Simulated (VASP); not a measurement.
Runs of VASP 6.6.1 on CdS (Hawleyite). The structure is that of space group F-43m (No. 216), or close to it. The cells are those of the table. 

```tsv
cell	gap on the mesh (eV)	pressure (GPa)	largest force (eV/Å)
a = 4.125 Å, angles 60.0°, 2 atoms	0.89	-2.0	-
a = 4.114 Å, angles 60.3°, 2 atoms	0.88	-2.0	0.05
a = 4.135 Å, angles 59.7°, 2 atoms	0.88	-2.0	0.05
a = 4.145 Å, angles 59.3°, 2 atoms	0.87	-2.0	(b)
a = 4.104 Å, angles 60.7°, 2 atoms	(a)	-2.0	0.11
```

Alike in all rows: task single point; level LDA; potentials or basis VASP PAW LDA potentials, release 64 (Cd, S); no spin polarisation; k mesh 6 × 6 × 6; cutoff (eV) 500; smearing fermi-dirac 0.05 eV.

Task: Fill in the values left out.

Result: (a) 0.86; (b) 0.10.

A k mesh can miss the band edges, and the runs leave out spin-orbit coupling on Cd.
